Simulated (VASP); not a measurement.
## Sr8Ti8O23 (a cell with a defect): single point with PBE

System: Sr8Ti8O23 (a cell with a defect).

```
Sr Ti O
1.0
     0.00000    7.87285    0.00000
     0.00000    0.00000    7.87285
     7.87285    0.00000    0.00000
Sr Ti O
8 8 23
Direct
  0.50899 0.00000 0.99101
  0.50822 0.50000 0.99178
  0.99101 0.00000 0.99101
  0.99178 0.50000 0.99178
  0.50899 0.00000 0.50899
  0.50822 0.50000 0.50822
  0.99101 0.00000 0.50899
  0.99178 0.50000 0.50822
  0.25000 0.23261 0.25000
  0.25000 0.76739 0.25000
  0.75000 0.25401 0.25000
  0.75000 0.74599 0.25000
  0.25000 0.25401 0.75000
  0.25000 0.74599 0.75000
  0.75000 0.24983 0.75000
  0.75000 0.75017 0.75000
  0.00723 0.26818 0.25000
  0.00723 0.73182 0.25000
  0.49277 0.26818 0.25000
  0.49277 0.73182 0.25000
  0.00055 0.24843 0.75000
  0.00055 0.75157 0.75000
  0.49945 0.24843 0.75000
  0.49945 0.75157 0.75000
  0.25000 0.00000 0.25000
  0.75000 0.50000 0.25000
  0.75000 0.00000 0.25000
  0.25000 0.50000 0.75000
  0.25000 0.00000 0.75000
  0.75000 0.50000 0.75000
  0.75000 0.00000 0.75000
  0.25000 0.26818 0.49277
  0.25000 0.73182 0.49277
  0.75000 0.24843 0.49945
  0.75000 0.75157 0.49945
  0.25000 0.26818 0.00723
  0.25000 0.73182 0.00723
  0.75000 0.24843 0.00055
  0.75000 0.75157 0.00055
```

This cell differs from its parent crystal: atoms taken out, then relaxed in part.

```json
{
  "Program": "VASP 6.6.1",
  "Task": "single point",
  "Functional": "PBE",
  "Potentials or basis": "VASP PAW PBE potentials, release 64 (Sr_sv, Ti_sv, O)",
  "Cutoff": "520 eV",
  "k mesh": "2 × 2 × 2, shifted",
  "Occupations": "gaussian, width 0.02 eV",
  "Spin": "no spin polarisation",
  "Dipole correction": "no",
  "Charge": "2",
  "Further INCAR settings": "LREAL = Auto; ALGO = Normal; EDIFF = 1e-07; NBANDS = 182; NELECT = 312.0"
}
```

- Largest force: 0.045 eV/Å

Forces in eV/Å, atoms in the order of the input:
```
Sr   0.019 -0.019  0.000
Sr   0.010 -0.010  0.000
Sr   0.019  0.019  0.000
Sr   0.010  0.010  0.000
Sr  -0.019 -0.019  0.000
Sr  -0.010 -0.010  0.000
Sr  -0.019  0.019  0.000
Sr  -0.010  0.010  0.000
Ti   0.000  0.000  0.035
Ti   0.000  0.000 -0.035
Ti   0.000  0.000 -0.045
Ti   0.000  0.000  0.045
Ti   0.000  0.000 -0.045
Ti   0.000  0.000  0.045
Ti   0.000  0.000 -0.019
Ti   0.000  0.000  0.019
O    0.000 -0.030  0.003
O    0.000 -0.030 -0.003
O    0.000  0.030  0.003
O    0.000  0.030 -0.003
O    0.000 -0.008 -0.010
O    0.000 -0.008  0.010
O    0.000  0.008 -0.010
O    0.000  0.008  0.010
O    0.000  0.000  0.000
O    0.000  0.000  0.000
O    0.000  0.000  0.000
O    0.000  0.000  0.000
O    0.000  0.000  0.000
O    0.000  0.000  0.000
O    0.000  0.000  0.000
O    0.030  0.000  0.003
O    0.030  0.000 -0.003
O    0.008  0.000 -0.010
O    0.008  0.000  0.010
O   -0.030  0.000  0.003
O   -0.030  0.000 -0.003
O   -0.008  0.000 -0.010
O   -0.008  0.000  0.010
```

Levels at points of the mesh, in eV from the Fermi level:
```
           k point  band 154  band 155  band 156  band 157  band 158  band 159
(0.25, 0.25, 0.25)     -0.26     -0.15     -0.11      2.36      2.42      2.46
```

It took 4.8 min on 1 thread of Oxide Virtual Turin-like Processor, with other jobs on the host, peak memory 0.48 GiB.

Caveat: the cell carries a net charge on a neutralising background, which shifts energy and pressure; the cell differs from its parent crystal (atoms taken out, then relaxed in part); the cell is charged against a uniform background, so pressure and absolute levels hang on convention.
